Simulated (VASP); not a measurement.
# CsPbBr3 (Pm-3m) in VASP: notebook

Aim: see how the results for CsPbBr3 move with the level of theory and the settings. Levels: PBEsol, r2SCAN. Tasks: single point.

Everything below comes from runs of VASP 6.6.1. Logs are shortened: lines on timing, memory, paths and dates and some standing lists are left out, and cuts for length are marked.

## 1. The cell of the first run

The structure is cubic, space group Pm-3m (No. 221). Conventional cell: a = 5.870 Å, b = 5.870 Å, c = 5.870 Å, α = 90.00°, β = 90.00°, γ = 90.00°. Pb (site symmetry m-3m) has 6 Br at 2.94 Å within 3.9 Å. Cs (site symmetry m-3m) has 12 Br at 4.15 Å and 8 Pb at 5.08 Å within 5.4 Å. Within 3.9 Å of Br (site symmetry 4/mmm) lie 2 Pb at 2.94 Å.

## 2. Single point, PBEsol

INCAR

```
ALGO = Normal
EDIFF = 1E-6
ENCUT = 520
GGA = PS
ISIF = 2
ISMEAR = 0
LASPH = T
LCHARG = F
LREAL = F
LWAVE = F
NBANDS = 30
NELM = 80
PREC = Accurate
SIGMA = 0.01
```

KPOINTS

```
k-points
0
Gamma
  4 4 4
```

POSCAR

```
CsPbBr3
1.0
    5.8700000000      0.0000000000      0.0000000000
    0.0000000000      5.8700000000      0.0000000000
    0.0000000000      0.0000000000      5.8700000000
Pb Cs Br
1 1 3
Direct
    0.5000000000      0.5000000000      0.5000000000
    0.0000000000      0.0000000000      0.0000000000
    0.5000000000      0.5000000000      0.0000000000
    0.5000000000      0.0000000000      0.5000000000
    0.0000000000      0.5000000000      0.5000000000
```

Potentials or basis: VASP PAW PBE potentials, release 64 (Pb_d, Cs_sv, Br).

Launch:

```bash
cat potpaw_PBE.64/Pb_d/POTCAR potpaw_PBE.64/Cs_sv/POTCAR potpaw_PBE.64/Br/POTCAR > POTCAR
mpirun -np 1 vasp_std > vasp.out
```

OUTCAR:

```text
EDIFF = 1E-6
   ENCUT = 520
   GGA = PS
   ISIF = 2
   ISMEAR = 0
   LASPH = T
   LREAL = F
   NELM = 80
   PREC = Accurate

 ion  position               nearest neighbor table
   1  0.500  0.500  0.500-   3 2.94   4 2.94   5 2.94   3 2.94   4 2.94   5 2.94
   2  0.000  0.000  0.000-
   3  0.500  0.500  0.000-   1 2.94   1 2.94
   4  0.500  0.000  0.500-   1 2.94   1 2.94
   5  0.000  0.500  0.500-   1 2.94   1 2.94

  LATTYP: Found a simple cubic cell.
 ALAT       =     5.8700000000

  Lattice vectors:

 A1 = (   5.8700000000,   0.0000000000,   0.0000000000)
 A2 = (   0.0000000000,   5.8700000000,   0.0000000000)
 A3 = (   0.0000000000,   0.0000000000,   5.8700000000)

Analysis of symmetry for initial positions (statically):
=====================================================================
 Subroutine PRICEL returns:
 Original cell was already a primitive cell.

 Routine SETGRP: Setting up the symmetry group for a
 simple cubic supercell.

 Subroutine GETGRP returns: Found 48 space group operations
 (whereof 48 operations were pure point group operations)
 out of a pool of 48 trial point group operations.

The static configuration has the point symmetry O_h .

Analysis of symmetry for dynamics (positions and initial velocities):
=====================================================================
 Subroutine PRICEL returns:
 Original cell was already a primitive cell.

 Routine SETGRP: Setting up the symmetry group for a
 simple cubic supercell.

 Subroutine GETGRP returns: Found 48 space group operations
 (whereof 48 operations were pure point group operations)
 out of a pool of 48 trial point group operations.

The dynamic configuration has the point symmetry O_h .

 Subroutine INISYM returns: Found 48 space group operations
 (whereof 48 operations are pure point group operations),
 and found     1 'primitive' translations

----------------------------------------------------------------------------------------

                                     Primitive cell

  volume of cell :     202.2620

  direct lattice vectors                    reciprocal lattice vectors
     5.870000000  0.000000000  0.000000000     0.170357751  0.000000000  0.000000000
     0.000000000  5.870000000  0.000000000     0.000000000  0.170357751  0.000000000
     0.000000000  0.000000000  5.870000000     0.000000000  0.000000000  0.170357751

  length of vectors
     5.870000000  5.870000000  5.870000000     0.170357751  0.170357751  0.170357751

  position of ions in fractional coordinates (direct lattice)
     0.500000000  0.500000000  0.500000000
     0.000000000  0.000000000  0.000000000
     0.500000000  0.500000000  0.000000000
     0.500000000  0.000000000  0.500000000
     0.000000000  0.500000000  0.500000000

  ion indices of the primitive-cell ions
   primitive index   ion index
                 1           1
                 2           2
                 3           3
                 4           4
                 5           5

----------------------------------------------------------------------------------------

 KPOINTS: k-points

Automatic generation of k-mesh.
 Grid dimensions read from file:
 generate k-points for:    4    4    4

 Generating k-lattice:

  Cartesian coordinates                     Fractional coordinates (reciprocal lattice)
     0.042589438  0.000000000  0.000000000     0.250000000  0.000000000  0.000000000
     0.000000000  0.042589438  0.000000000     0.000000000  0.250000000  0.000000000
     0.000000000  0.000000000  0.042589438     0.000000000  0.000000000  0.250000000

  Length of vectors
     0.042589438  0.042589438  0.042589438

  Shift w.r.t. Gamma in fractional coordinates (k-lattice)
     0.000000000  0.000000000  0.000000000

 Subroutine IBZKPT returns following result:
 ===========================================

 Found     10 irreducible k-points:

 Following reciprocal coordinates:
            Coordinates               Weight
  0.000000  0.000000  0.000000      1.000000
  0.250000  0.000000  0.000000      6.000000
  0.500000  0.000000  0.000000      3.000000
  0.250000  0.250000  0.000000     12.000000
  0.500000  0.250000  0.000000     12.000000
  0.500000  0.500000  0.000000      3.000000
  0.250000  0.250000  0.250000      8.000000
  0.500000  0.250000  0.250000     12.000000
  0.500000  0.500000  0.250000      6.000000
  0.500000  0.500000  0.500000      1.000000
   k-points           NKPTS =     10   k-points in BZ     NKDIM =     10   number of bands    NBANDS=     30
   number of dos      NEDOS =    301   number of ions     NIONS =      5
   total plane-waves  NPLWV = 110592
   dimension x,y,z NGX =    48 NGY =   48 NGZ =   48
   dimension x,y,z NGXF=    96 NGYF=   96 NGZF=   96
   ions per type =               1   1   3
   NGX,Y,Z   is equivalent  to a cutoff of  13.59, 13.59, 13.59 a.u.
   NGXF,Y,Z  is equivalent  to a cutoff of  27.19, 27.19, 27.19 a.u.
 SYSTEM =  unknown system
   PREC   = accura    normal or accurate (medium, high low for compatibility)
   ISTART =      0    job   : 0-new  1-cont  2-samecut
   ICHARG =      2    charge: 1-file 2-atom 10-const
   ISPIN  =      1    spin polarized calculation?
   LNONCOLLINEAR =      F non collinear calculations
   LSORBIT =      F    spin-orbit coupling
   LASPH  =      T    aspherical Exc in radial PAW
   ENCUT  =  520.0 eV  38.22 Ry    6.18 a.u.  10.91 10.91 10.91*2*pi/ulx,y,z
   NELM   =     80;   NELMIN=  2; NELMDL= -5     # of ELM steps
   EDIFF  = 0.1E-05   stopping-criterion for ELM
   LREAL  =      F    real-space projection
   EDIFFG = 0.1E-04   stopping-criterion for IOM
   NSW    =      0    number of steps for IOM
   IBRION =     -1    ionic relax: 0-MD 1-quasi-New 2-CG
   NFREE  =      0    steps in history (QN), initial steepest desc. (CG)
   ISIF   =      2    stress and relaxation
   ISYM   =      2    0-nonsym 1-usesym 2-fastsym
   POTIM  = 0.5000    time-step for ionic-motion
   TEBEG  =    0.0;   TEEND  =   0.0 temperature during run
   PSTRESS=    0.0 pullay stress
   NELECT =      44.0000    total number of electrons
   NUPDOWN=      -1.0000    fix difference up-down
   EMIN   =  10.00;   EMAX   =-10.00  energy-range for DOS
   EFERMI =   0.00;   METHOD = LEGACY
   ISMEAR =     0;   SIGMA  =   0.01  broadening in eV -4-tet -1-fermi 0-gaus
   EFERMI_NEDOS =   21; number of points for ismear=-14 and -15
   IALGO  =     38    algorithm
   IMIX   =      4    mixing-type and parameters
     AMIX     =   0.40;   BMIX     =  1.00
     AMIX_MAG =   1.60;   BMIX_MAG =  1.00
  volume/ion in A,a.u.               =      40.45       272.99
  Fermi-wavevector in a.u.,A,eV,Ry     =   0.984587  1.860600 13.189657  0.969412
  Thomas-Fermi vector in A             =   2.115831
   LORBIT       =      0    0 simple, 1 ext, 2 COOP (PROOUT), +10 PAW based schemes
   GGA     = PS    functional components
   LHFCALC =     F    Hartree Fock is set to
   AEXX    =    0.0000 exact exchange contribution
   IVDW    =     0    specifies the selected vdW correction
   LEPSILON=     F    determine dielectric tensor
   LRPA    =     F    only Hartree local field effects (RPA)
 non-spin polarized calculation
 Gauss-broadening in eV      SIGMA  =   0.01
  energy-cutoff  :      520.00
  volume of cell :      202.26
 maximum number of plane-waves:      5520
 NGX is ok and might be reduce to    48
   NGX = 21   NGY = 21   NGZ = 21

 number of electron      44.0000000 magnetization

 Free energy of the ion-electron system (eV)
  ---------------------------------------------------
  ext. energy  EPLUGINS =         0.00000000
  ---------------------------------------------------
  free energy    TOTEN  =       -16.77387091 eV

  energy without entropy =      -16.77387091  energy(sigma->0) =      -16.77387091

 E-fermi :   1.2482     XC(G=0):  -7.8174

 val. band max:        1.2068019284   @ k =   0.5000   0.5000   0.5000
 cond. band min:       2.6273934643   @ k =   0.5000   0.5000   0.5000
 fundamental gap:      1.4205915359
 Fermi energy:         1.2482165346

 k-point     1 :       0.0000    0.0000    0.0000
  band No.  band energies     occupation
      1     -20.2445      2.00000
      2     -15.6315      2.00000
      3     -15.6315      2.00000
      4     -15.4611      2.00000
      5     -15.4611      2.00000
      6     -15.4611      2.00000
[... 22 lines left out ...]
     29       7.1532      0.00000
     30       7.1532      0.00000

 k-point     2 :       0.2500    0.0000    0.0000
  band No.  band energies     occupation
      1     -20.2440      2.00000
      2     -15.6315      2.00000
      3     -15.5987      2.00000
      4     -15.4617      2.00000
      5     -15.4617      2.00000
      6     -15.4611      2.00000
[... 22 lines left out ...]
     29       6.2760      0.00000
     30       7.1188      0.00000

 k-point     3 :       0.5000    0.0000    0.0000
  band No.  band energies     occupation
      1     -20.2434      2.00000
      2     -15.6314      2.00000
      3     -15.5649      2.00000
      4     -15.4622      2.00000
      5     -15.4622      2.00000
      6     -15.4611      2.00000
[... 22 lines left out ...]
     29       6.5467      0.00000
     30       7.3598      0.00000

 k-point     4 :       0.2500    0.2500    0.0000
  band No.  band energies     occupation
      1     -20.2435      2.00000
      2     -15.6155      2.00000
      3     -15.5805      2.00000
      4     -15.4622      2.00000
      5     -15.4617      2.00000
      6     -15.4616      2.00000
[... 154 lines left out ...]
     29       6.9074      0.00000
     30       6.9315      0.00000

 k-point     9 :       0.5000    0.5000    0.2500
  band No.  band energies     occupation
      1     -20.2421      2.00000
      2     -15.5629      2.00000
      3     -15.5242      2.00000
      4     -15.4632      2.00000
      5     -15.4627      2.00000
      6     -15.4627      2.00000
[... 22 lines left out ...]
     29       6.5899      0.00000
     30       7.1408      0.00000

 k-point    10 :       0.5000    0.5000    0.5000
  band No.  band energies     occupation
      1     -20.2417      2.00000
      2     -15.5242      2.00000
      3     -15.5242      2.00000
      4     -15.4633      2.00000
      5     -15.4633      2.00000
      6     -15.4633      2.00000
[... 22 lines left out ...]
     29       6.3282      0.00000
     30       7.5868      0.00000

------------------------ aborting loop because EDIFF is reached ----------------------------------------

  FORCE on cell =-STRESS in cart. coord.  units (eV):
  Direction    XX          YY          ZZ          XY          YZ          ZX
  --------------------------------------------------------------------------------------
  -------------------------------------------------------------------------------------
  Total        0.1620292      0.1620292      0.1620292      0.0000000      0.0000000     -0.0000000
  in kB        1.2834818      1.2834818      1.2834818      0.0000000      0.0000000     -0.0000000
  external PRESSURE =       1.2834818 kB  Pullay stress =       0.0000000 kB

 VOLUME and BASIS-vectors are now :
 -----------------------------------------------------------------------------
  energy-cutoff  :      520.00
  volume of cell :      202.26
      direct lattice vectors                 reciprocal lattice vectors
     5.870000000  0.000000000  0.000000000     0.170357751  0.000000000  0.000000000
     0.000000000  5.870000000  0.000000000     0.000000000  0.170357751  0.000000000
     0.000000000  0.000000000  5.870000000     0.000000000  0.000000000  0.170357751

 POSITION                                       TOTAL-FORCE (eV/Angst)
 -----------------------------------------------------------------------------------
      2.93500      2.93500      2.93500         0.000000      0.000000      0.000000
      0.00000      0.00000      0.00000         0.000000      0.000000      0.000000
      2.93500      2.93500      0.00000         0.000000      0.000000      0.000000
      2.93500      0.00000      2.93500         0.000000      0.000000      0.000000
      0.00000      2.93500      2.93500         0.000000      0.000000      0.000000
 -----------------------------------------------------------------------------------
    total drift:                                0.000000     -0.000000     -0.000000

  FREE ENERGIE OF THE ION-ELECTRON SYSTEM (eV)
  ---------------------------------------------------
  free  energy   TOTEN  =       -16.7738709137 eV

  energy  without entropy=      -16.7738709137  energy(sigma->0) =      -16.77387091
```

Run time: 98 s. Hardware: 1 thread of AMD EPYC 7R13, shared host; peak memory 0.31 GiB.

What came out:

```yaml
Free_energy: -16.7739 eV
Pressure: 0.1 GPa
Band_gap_on_the_k_mesh: 1.42 eV
```

Caveat: the PAW data sets were made with another functional, which shifts forces and pressure a little; spin-orbit coupling is left out, which moves the levels of the heavy elements. As with any semilocal functional, this PBEsol gap is likely too small.

(Part 1 of 2 ends here.)
